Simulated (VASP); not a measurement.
# CaO (sol2) (I4/mmm) in VASP: further runs

The runs below take CaO (sol2) through single point, relaxation of the atoms, with PBEsol.

Program: VASP 6.6.1. These are calculated values, not measurements. Logs are shortened: lines on timing, memory, paths and dates and some standing lists are left out, and cuts for length are marked.

### Step 1. The cell of the first run

Symmetry: I4/mmm, No. 139, tetragonal system. Conventional cell: a = 3.404 Å, b = 3.404 Å, c = 4.738 Å, α = 90.00°, β = 90.00°, γ = 90.00°. Ca (site symmetry 4/mmm) has 6 O at 2.37 to 2.41 Å within 3.1 Å. Within 3.1 Å of O (site symmetry 4/mmm) lie 6 Ca at 2.37 to 2.41 Å.

### Step 2. Single point, PBEsol (strained cell)

Input file INCAR:

```
PREC     = Accurate       # precision mode
ENCUT    = 600            # plane-wave cutoff, eV
EDIFF    = 1E-6           # SCF threshold, eV
ISMEAR   = 0              # smearing method
SIGMA    = 0.02           # smearing width, eV
LREAL    = False          # projectors in reciprocal space
LASPH    = True           # aspherical terms in the spheres
NELM     = 120            # most SCF steps
ALGO     = Normal         # electronic algorithm
ISIF     = 2              # what is computed and relaxed
LWAVE    = False          # write WAVECAR
LCHARG   = True           # write CHGCAR
GGA      = PS             # functional
LELF     = True           # ELF
LVHAR    = True         
NBANDS   = 15             # bands
GGA_COMPAT= False
```

Input file KPOINTS:

```
Automatic mesh
0
Gamma
  8 8 8
```

Input file POSCAR:

```
CaO
1.0
    0.0000000000      2.4071923048      2.3690585653
    2.4071923048      0.0000000000      2.3690585653
    2.4071923048      2.4071923048      0.0000000000
Ca O
1 1
Direct
    0.0000000000      0.0000000000      0.0000000000
    0.5000000000      0.5000000000      0.5000000000
```

Potentials or basis: VASP PAW PBE potentials, release 64 (Ca_sv, O).

On the command line:

```console
> cat potpaw_PBE.64/Ca_sv/POTCAR potpaw_PBE.64/O/POTCAR > POTCAR
> mpirun -np 1 vasp_std > vasp.out
```

OUTCAR:

```text
PREC = Accurate
   ENCUT = 600
   EDIFF = 1E-6
   ISMEAR = 0
   LREAL = False
   LASPH = True
   NELM = 120
   ISIF = 2
   GGA = PS

 ion  position               nearest neighbor table
   1  0.000  0.000  0.000-   2 2.37   2 2.37   2 2.41   2 2.41   2 2.41   2 2.41
   2  0.500  0.500  0.500-   1 2.37   1 2.37   1 2.41   1 2.41   1 2.41   1 2.41

  LATTYP: Found a body centered tetragonal cell.
 ALAT       =     3.4042840047
 C/A-ratio  =     1.3918101792

  Lattice vectors:

 A1 = (   0.0000000000,  -2.4071923048,  -2.3690585653)
 A2 = (   0.0000000000,   2.4071923048,  -2.3690585653)
 A3 = (   2.4071923048,   0.0000000000,   2.3690585653)

Analysis of symmetry for initial positions (statically):
=====================================================================
 Subroutine PRICEL returns:
 Original cell was already a primitive cell.

 Routine SETGRP: Setting up the symmetry group for a
 body centered tetragonal supercell.

 Subroutine GETGRP returns: Found 16 space group operations
 (whereof 16 operations were pure point group operations)
 out of a pool of 16 trial point group operations.

The static configuration has the point symmetry D_4h.

Analysis of symmetry for dynamics (positions and initial velocities):
=====================================================================
 Subroutine PRICEL returns:
 Original cell was already a primitive cell.

 Routine SETGRP: Setting up the symmetry group for a
 body centered tetragonal supercell.

 Subroutine GETGRP returns: Found 16 space group operations
 (whereof 16 operations were pure point group operations)
 out of a pool of 16 trial point group operations.

The dynamic configuration has the point symmetry D_4h.

 Subroutine INISYM returns: Found 16 space group operations
 (whereof 16 operations are pure point group operations),
 and found     1 'primitive' translations

----------------------------------------------------------------------------------------

                                     Primitive cell

  volume of cell :      27.4554

  direct lattice vectors                    reciprocal lattice vectors
     0.000000000  2.407192305  2.369058565    -0.207710867  0.207710867  0.211054301
     2.407192305  0.000000000  2.369058565     0.207710867 -0.207710867  0.211054301
     2.407192305  2.407192305  0.000000000     0.207710867  0.207710867 -0.211054301

  length of vectors
     3.377427020  3.377427020  3.404284005     0.361706409  0.361706409  0.361706409

  position of ions in fractional coordinates (direct lattice)
     0.000000000  0.000000000  0.000000000
     0.500000000  0.500000000  0.500000000

  ion indices of the primitive-cell ions
   primitive index   ion index
                 1           1
                 2           2

----------------------------------------------------------------------------------------

 KPOINTS: Automatic mesh

Automatic generation of k-mesh.
 Grid dimensions read from file:
 generate k-points for:    8    8    8

 Generating k-lattice:

  Cartesian coordinates                     Fractional coordinates (reciprocal lattice)
    -0.025963858  0.025963858  0.026381788     0.125000000  0.000000000  0.000000000
     0.025963858 -0.025963858  0.026381788     0.000000000  0.125000000  0.000000000
     0.025963858  0.025963858 -0.026381788    -0.000000000 -0.000000000  0.125000000

  Length of vectors
     0.045213301  0.045213301  0.045213301

  Shift w.r.t. Gamma in fractional coordinates (k-lattice)
     0.000000000  0.000000000  0.000000000

 Subroutine IBZKPT returns following result:
 ===========================================

 Found     59 irreducible k-points:

 Following reciprocal coordinates:
            Coordinates               Weight
  0.000000  0.000000  0.000000      1.000000
  0.125000  0.000000  0.000000      8.000000
  0.250000  0.000000  0.000000      8.000000
  0.375000  0.000000  0.000000      8.000000
  0.500000  0.000000  0.000000      4.000000
  0.125000  0.125000  0.000000      2.000000
[... 16 lines left out ...]
  0.250000  0.000000  0.125000     16.000000
  0.375000  0.000000  0.125000     16.000000
 [... further k-points ...]
   k-points           NKPTS =     59   k-points in BZ     NKDIM =     59   number of bands    NBANDS=     15
   number of dos      NEDOS =    301   number of ions     NIONS =      2
   total plane-waves  NPLWV =  21952
   dimension x,y,z NGX =    28 NGY =   28 NGZ =   28
   dimension x,y,z NGXF=    56 NGYF=   56 NGZF=   56
   ions per type =               1   1
   NGX,Y,Z   is equivalent  to a cutoff of  13.78, 13.78, 13.67 a.u.
   NGXF,Y,Z  is equivalent  to a cutoff of  27.56, 27.56, 27.35 a.u.
 SYSTEM =  unknown system
   PREC   = accura    normal or accurate (medium, high low for compatibility)
   ISTART =      0    job   : 0-new  1-cont  2-samecut
   ICHARG =      2    charge: 1-file 2-atom 10-const
   ISPIN  =      1    spin polarized calculation?
   LNONCOLLINEAR =      F non collinear calculations
   LSORBIT =      F    spin-orbit coupling
   LASPH  =      T    aspherical Exc in radial PAW
   ENCUT  =  600.0 eV  44.10 Ry    6.64 a.u.   6.75  6.75  6.80*2*pi/ulx,y,z
   NELM   =    120;   NELMIN=  2; NELMDL= -5     # of ELM steps
   EDIFF  = 0.1E-05   stopping-criterion for ELM
   LREAL  =      F    real-space projection
   EDIFFG = 0.1E-04   stopping-criterion for IOM
   NSW    =      0    number of steps for IOM
   IBRION =     -1    ionic relax: 0-MD 1-quasi-New 2-CG
   NFREE  =      0    steps in history (QN), initial steepest desc. (CG)
   ISIF   =      2    stress and relaxation
   ISYM   =      2    0-nonsym 1-usesym 2-fastsym
   POTIM  = 0.5000    time-step for ionic-motion
   TEBEG  =    0.0;   TEEND  =   0.0 temperature during run
   PSTRESS=    0.0 pullay stress
   NELECT =      16.0000    total number of electrons
   NUPDOWN=      -1.0000    fix difference up-down
   EMIN   =  10.00;   EMAX   =-10.00  energy-range for DOS
   EFERMI =   0.00;   METHOD = LEGACY
   ISMEAR =     0;   SIGMA  =   0.02  broadening in eV -4-tet -1-fermi 0-gaus
   EFERMI_NEDOS =   21; number of points for ismear=-14 and -15
   IALGO  =     38    algorithm
   IMIX   =      4    mixing-type and parameters
     AMIX     =   0.40;   BMIX     =  1.00
     AMIX_MAG =   1.60;   BMIX_MAG =  1.00
  volume/ion in A,a.u.               =      13.73        92.64
  Fermi-wavevector in a.u.,A,eV,Ry     =   1.367432  2.584072 25.441125  1.869870
  Thomas-Fermi vector in A             =   2.493485
   LORBIT       =      0    0 simple, 1 ext, 2 COOP (PROOUT), +10 PAW based schemes
   GGA     = PS    functional components
   LHFCALC =     F    Hartree Fock is set to
   AEXX    =    0.0000 exact exchange contribution
   IVDW    =     0    specifies the selected vdW correction
   LEPSILON=     F    determine dielectric tensor
   LRPA    =     F    only Hartree local field effects (RPA)
 non-spin polarized calculation
 Gauss-broadening in eV      SIGMA  =   0.02
  energy-cutoff  :      600.00
  volume of cell :       27.46
 maximum number of plane-waves:       934
   NGX = 13   NGY = 13   NGZ = 13

 number of electron      15.9999997 magnetization

 Free energy of the ion-electron system (eV)
  ---------------------------------------------------
  ext. energy  EPLUGINS =         0.00000000
  ---------------------------------------------------
  free energy    TOTEN  =       -13.41082514 eV

  energy without entropy =      -13.41082514  energy(sigma->0) =      -13.41082514

 E-fermi :   2.3739     XC(G=0): -10.7901

 val. band max:        2.2851440674   @ k =   0.0000   0.0000   0.0000
 cond. band min:       5.7517689797   @ k =   0.5000   0.5000   0.0000
 fundamental gap:      3.4666249123
 Fermi energy:         2.3738532168

 k-point     1 :       0.0000    0.0000    0.0000
  band No.  band energies     occupation
      1     -35.0840      2.00000
      2     -15.9201      2.00000
      3     -15.9201      2.00000
      4     -15.9113      2.00000
      5     -13.2103      2.00000
      6       2.2420      2.00000
      7       2.2420      2.00000
      8       2.2851      2.00000
      9       6.8995      0.00000
     10       8.4397      0.00000
     11       8.4397      0.00000
     12       8.5522      0.00000
     13       9.9576      0.00000
     14      10.1181      0.00000
     15      17.1568      0.00000

 k-point     2 :       0.1250    0.0000    0.0000
  band No.  band energies     occupation
      1     -35.0677      2.00000
      2     -16.1526      2.00000
      3     -15.9299      2.00000
      4     -15.9216      2.00000
      5     -12.9644      2.00000
      6       1.7015      2.00000
      7       2.0258      2.00000
      8       2.0504      2.00000
      9       7.5940      0.00000
     10       8.4258      0.00000
     11       8.7193      0.00000
     12       8.7857      0.00000
     13      10.3337      0.00000
     14      10.5035      0.00000
     15      17.7829      0.00000

 k-point     3 :       0.2500    0.0000    0.0000
  band No.  band energies     occupation
      1     -35.0281      2.00000
      2     -16.6122      2.00000
      3     -15.9534      2.00000
      4     -15.9387      2.00000
      5     -12.4779      2.00000
      6       0.6714      2.00000
      7       1.5645      2.00000
      8       1.5776      2.00000
      9       8.4829      0.00000
     10       9.0714      0.00000
     11       9.4535      0.00000
     12       9.4849      0.00000
     13      11.2398      0.00000
     14      11.4267      0.00000
     15      18.2077      0.00000
[... 343 lines left out ...]
 k-point    23 :       0.2500    0.0000    0.1250
  band No.  band energies     occupation
      1     -35.0314      2.00000
      2     -16.4689      2.00000
      3     -15.9842      2.00000
      4     -15.9708      2.00000
      5     -12.6229      2.00000
      6       0.7426      2.00000
      7       1.7677      2.00000
      8       1.8826      2.00000
      9       7.7119      0.00000
     10       8.6874      0.00000
     11       9.6529      0.00000
     12       9.7754      0.00000
     13      10.7357      0.00000
     14      11.6447      0.00000
     15      18.6794      0.00000

 k-point    24 :       0.3750    0.0000    0.1250
  band No.  band energies     occupation
      1     -34.9916      2.00000
      2     -16.8247      2.00000
      3     -16.0108      2.00000
      4     -15.9981      2.00000
      5     -12.2695      2.00000
      6       0.1568      2.00000
      7       1.2506      2.00000
      8       1.4576      2.00000
      9       8.1278      0.00000
     10       9.8064      0.00000
     11      10.4600      0.00000
     12      10.5329      0.00000
     13      11.7111      0.00000
     14      12.4964      0.00000
     15      17.5927      0.00000

 [... further k-points ...]

------------------------ aborting loop because EDIFF is reached ----------------------------------------

  FORCE on cell =-STRESS in cart. coord.  units (eV):
  Direction    XX          YY          ZZ          XY          YZ          ZX
  --------------------------------------------------------------------------------------
  -------------------------------------------------------------------------------------
  Total       -0.3173569     -0.3173569      0.1416411      0.0000000     -0.0000000      0.0000000
  in kB      -18.5195836    -18.5195836      8.2655614      0.0000000     -0.0000000      0.0000000
  external PRESSURE =      -9.5912019 kB  Pullay stress =       0.0000000 kB

 VOLUME and BASIS-vectors are now :
 -----------------------------------------------------------------------------
  energy-cutoff  :      600.00
  volume of cell :       27.46
      direct lattice vectors                 reciprocal lattice vectors
     0.000000000  2.407192305  2.369058565    -0.207710867  0.207710867  0.211054301
     2.407192305  0.000000000  2.369058565     0.207710867 -0.207710867  0.211054301
     2.407192305  2.407192305  0.000000000     0.207710867  0.207710867 -0.211054301

 POSITION                                       TOTAL-FORCE (eV/Angst)
 -----------------------------------------------------------------------------------
      0.00000      0.00000      0.00000         0.000000     -0.000000      0.000000
      2.40719      2.40719      2.36906        -0.000000      0.000000      0.000000
 -----------------------------------------------------------------------------------
    total drift:                                0.000000      0.000000      0.000000

  FREE ENERGIE OF THE ION-ELECTRON SYSTEM (eV)
  ---------------------------------------------------
  free  energy   TOTEN  =       -13.4108251386 eV

  energy  without entropy=      -13.4108251386  energy(sigma->0) =      -13.41082514
```

It took 26 s on 1 thread of AMD EPYC 7R43 (Zen 3), shared host; peak memory 0.14 GiB.

Results:

```
Free energy            : -13.4108 eV
Pressure               : -1.0 GPa
Band gap on the k mesh : 3.47 eV, indirect (least direct gap 3.89 eV)
```

Levels at points of the mesh, in eV from the valence-band top:
```csv
k point,band 5,band 6,band 7,band 8,band 9,band 10,band 11,band 12
"(0.00, 0.00, 0.00)",-15.50,-0.04,-0.04,0.00,4.61,6.15,6.15,6.27
"(0.50, 0.00, 0.00)",-14.20,-2.75,-1.27,-1.27,7.04,8.39,8.40,8.42
"(0.50, 0.50, 0.00)",-15.25,-1.28,-0.43,-0.43,3.47,8.11,8.96,9.65
"(0.50, 0.00, 0.50)",-15.25,-1.38,-0.41,-0.37,3.52,8.08,8.97,9.58
```

Caveat: the cell differs from its parent crystal (strained cell); the PAW data sets were made with another functional, which shifts forces and pressure a little. A k mesh can miss the band edges.

### Step 3. Single point, PBEsol (strained cell)

Input file INCAR:

```
SYSTEM = CaO
  ALGO = Normal
  EDIFF = 1E-6
  ENCUT = 600
  GGA = PS
  GGA_COMPAT = .False.
  ISIF = 2
  ISMEAR = 0
  LASPH = .True.
  LCHARG = .False.
  LREAL = .False.
  LWAVE = .False.
  NBANDS = 15
  NELM = 120
  PREC = Accurate
  SIGMA = 0.02
```

Input file KPOINTS:

```
k-points
0
Gamma
  8 8 8
  0 0 0
```

Input file POSCAR:

```
CaO
1.0
    0.0000000000      2.4071923048      2.3724992354
    2.4071923048      0.0000000000      2.3724992354
    2.4071923048      2.4071923048      0.0000000000
Ca O
1 1
Direct
    0.0000000000      0.0000000000      0.0000000000
    0.5000000000      0.5000000000      0.5000000000
```

Potentials or basis: VASP PAW PBE potentials, release 64 (Ca_sv, O).

On the command line:

```console
> cat potpaw_PBE.64/Ca_sv/POTCAR potpaw_PBE.64/O/POTCAR > POTCAR
> mpirun -np 1 vasp_std > vasp.out
```

It took 29 s on 1 thread of AMD EPYC 7R43 (Zen 3), shared host; peak memory 0.13 GiB.

It converged, with:

```yaml
Free_energy: -13.4110 eV
Pressure: -1.1 GPa
Band_gap_on_the_k_mesh: 3.47 eV, indirect (least direct gap 3.89 eV)
```

Stress tensor (GPa, compression positive):
```
-1.93  0.00  0.00
 0.00 -1.93  0.00
 0.00  0.00  0.47
```

Levels at points of the mesh, in eV from the valence-band top:
| k point | band 4 | band 5 | band 6 | band 7 | band 8 | band 9 | band 10 | band 11 | band 12 | band 13 |
| --- | --- | --- | --- | --- | --- | --- | --- | --- | --- | --- |
| (0.00, 0.00, 0.00) | -18.20 | -15.49 | -0.04 | -0.04 | 0.00 | 4.61 | 6.16 | 6.16 | 6.26 | 7.68 |
| (0.50, 0.00, 0.00) | -18.25 | -14.21 | -2.74 | -1.27 | -1.27 | 7.04 | 8.38 | 8.40 | 8.41 | 10.46 |
| (0.50, 0.50, 0.00) | -18.46 | -15.24 | -1.28 | -0.43 | -0.43 | 3.47 | 8.10 | 8.96 | 9.64 | 9.64 |
| (0.50, 0.00, 0.50) | -18.44 | -15.24 | -1.37 | -0.41 | -0.37 | 3.52 | 8.08 | 8.96 | 9.58 | 9.68 |

Caveat: the cell differs from its parent crystal (strained cell); the PAW data sets were made with another functional, which shifts forces and pressure a little. A k mesh can miss the band edges.

(Part 1 of 2 ends here.)
